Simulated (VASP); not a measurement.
## ZrC: single point with PBE

Crystal: ZrC.

```
CELL_PARAMETERS angstrom
3.31443 0.00000 0.00000
-1.65722 2.87038 0.00000
0.00000 0.00000 5.25571
ATOMIC_POSITIONS crystal
Zr 0.66667 0.33333 0.75000
Zr 0.33333 0.66667 0.25000
C 0.00000 0.00000 0.50000
C 0.00000 0.00000 0.00000
```

```json
{
 "Program": "VASP 6.6.1",
 "Task": "single point",
 "Functional": "PBE",
 "Potentials or basis": "VASP PAW PBE potentials, release 64 (Zr_sv, C)",
 "Cutoff": "520 eV",
 "k mesh": "7 × 7 × 4",
 "Occupations": "fermi-dirac, width 0.05 eV",
 "Spin": "no spin polarisation"
}
```

- Pressure: 10.3 GPa
- Band gap on the k mesh: zero (band 16 reaches 11.25 eV, above the bottom of band 17 at 10.17 eV)

Levels at points of the mesh, in eV from the Fermi level:
```
           k point  band 14  band 15  band 16  band 17  band 18  band 19
(0.00, 0.00, 0.00)    -1.11    -1.11     0.91     1.31     1.31     1.84
(0.00, 0.00, 0.50)    -2.46    -2.46    -2.46     3.58     3.58     3.58
```

It took 54 s on 1 thread of AMD EPYC 7R13, on a shared host, peak memory 0.15 GiB.
